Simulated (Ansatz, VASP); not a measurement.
## RbAgBr2: VASP beside Ansatz

Contents of INCAR:

```
SYSTEM = RbAgBr2
ALGO     = Normal         ! electronic algorithm
EDIFF    = 1E-6           ! SCF threshold, eV
ENCUT    = 520            ! plane-wave cutoff, eV
GGA      = PE             ! functional
ISIF     = 2              ! what is computed and relaxed
ISMEAR   = 0              ! smearing method
LASPH    = .True.         ! aspherical terms in the spheres
LCHARG   = .False.        ! write CHGCAR
LREAL    = .False.        ! projectors in reciprocal space
LWAVE    = .False.        ! write WAVECAR
NBANDS   = 25             ! bands
NELM     = 60             ! most SCF steps
PREC     = Accurate       ! precision mode
SIGMA    = 0.01           ! smearing width, eV
```

KPOINTS

```
k-points
0
Gamma
  6 6 4
  0 0 0
```

Contents of POSCAR:

```
RbAgBr2
1.0
    4.5783354146      0.0000000000      0.0000000000
    0.0000000000      4.5783354146      0.0000000000
    0.0000000000      0.0000000000      6.4330147821
Rb Br Ag
1 2 1
Direct
    0.0000000000      0.0000000000      0.0000000000
    0.0000000000      0.0000000000      0.5000000000
    0.5000000000      0.5000000000      0.0000000000
    0.5000000000      0.5000000000      0.5000000000
```

Input for Ansatz:

```yaml
crystal:
  lattice:
    - [4.5783354146, 0.0, 0.0]
    - [0.0, 4.5783354146, 0.0]
    - [0.0, 0.0, 6.4330147821]
  atoms:
    - { symbol: Rb, position: [0.0, 0.0, 0.0] }
    - { symbol: Br, position: [0.0, 0.0, 0.5] }
    - { symbol: Ag, position: [0.5, 0.5, 0.5] }
    - { symbol: Br, position: [0.5, 0.5, 0.0] }
kpoints:
  mp_grid: { grid: [6, 6, 4] }
hamiltonian:
  xc: pbe
scf:
  occupations: { method: fixed }
  n_extra_bands: 5
output:
  forces: true
  stress: true
  eigenvalues: true
```

Alike in both runs: task single point; functional PBE; k mesh 6 × 6 × 4; no spin polarisation.

|  | VASP | Ansatz |
| --- | --- | --- |
| version | VASP 6.6.1 | Ansatz 0.2.0 |
| potentials or method | VASP PAW PBE potentials, release 64 (Rb_sv, Br, Ag) | plane waves, PAW |
| plane-wave cutoff (eV) | 520 | 420 |
| occupations | gaussian, width 0.01 eV | fixed |
| valence electrons in the cell | 34 | 42 |

```csv
,VASP,Ansatz,Ansatz less VASP
gap on the k mesh at the Fermi level (eV),1.21,1.21,+0.002
pressure (GPa),0.0,0.0,-0.02
```

VASP's potentials hold 34 valence electrons a cell and Ansatz's 42, so a difference there can come from the potentials and not from the codes.
